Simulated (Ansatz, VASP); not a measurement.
**C: VASP beside Ansatz**

INCAR

```
ALGO     = Normal         # electronic algorithm
EDIFF    = 1E-7           # SCF threshold, eV
ENCUT    = 520            # plane-wave cutoff, eV
GGA      = PE             # functional
ISIF     = 2              # what is computed and relaxed
ISMEAR   = 0              # smearing method
LASPH    = True           # aspherical terms in the spheres
LCHARG   = False          # write CHGCAR
LREAL    = False          # projectors in reciprocal space
LWAVE    = False          # write WAVECAR
NBANDS   = 11             # bands
NELM     = 80             # most SCF steps
PREC     = Accurate       # precision mode
SIGMA    = 0.05           # smearing width, eV
```

File KPOINTS:

```
k-points
0
Gamma
  12 12 12
```

POSCAR

```
C
1.0
    0.0000000000      1.8732909864      1.7009482156
    1.8732909864      0.0000000000      1.7009482156
    1.8732909864      1.8732909864      0.0000000000
C
2
Direct
    0.5000000000      0.5000000000      0.5000000000
    0.7500000000      0.7500000000      0.7500000000
```

Input for Ansatz:

```yaml
crystal:
  lattice:
    - [0.0, 1.8732909864, 1.7009482156]
    - [1.8732909864, 0.0, 1.7009482156]
    - [1.8732909864, 1.8732909864, 0.0]
  atoms:
    - { symbol: C, position: [0.5, 0.5, 0.5] }
    - { symbol: C, position: [0.75, 0.75, 0.75] }
basis:
  ecutwfc: 520.0
kpoints:
  mp_grid: { grid: [12, 12, 12] }
hamiltonian:
  xc: pbe
  pseudopotentials: { kind: paw, azcp: { folder: soft_1 } }
scf:
  occupations: { method: gaussian, width: 0.05 }
output:
  forces: true
  stress: true
  eigenvalues: true
```

Alike in both runs: task single point; functional PBE; k mesh 12 × 12 × 12; occupations gaussian, width 0.05 eV; no spin polarisation.

|  | VASP | Ansatz |
| --- | --- | --- |
| version | VASP 6.6.1 | Ansatz 0.2.0 |
| potentials or method | VASP PAW PBE potentials, release 64 (C), cutoff 520 eV | scalar-relativistic, plane waves, PAW |
| valence electrons in the cell | 8 | 8 |

```tsv
	VASP	Ansatz	Ansatz less VASP
gap on the k mesh at the Fermi level (eV)	1.78	1.79	+0.007
least direct gap on the mesh (eV)	3.92	3.92	+0.003
pressure (GPa)	-17.9	-18.3	-0.44
traceless stress, the component that is largest in VASP (GPa)	50.91	50.90	-0.005
```
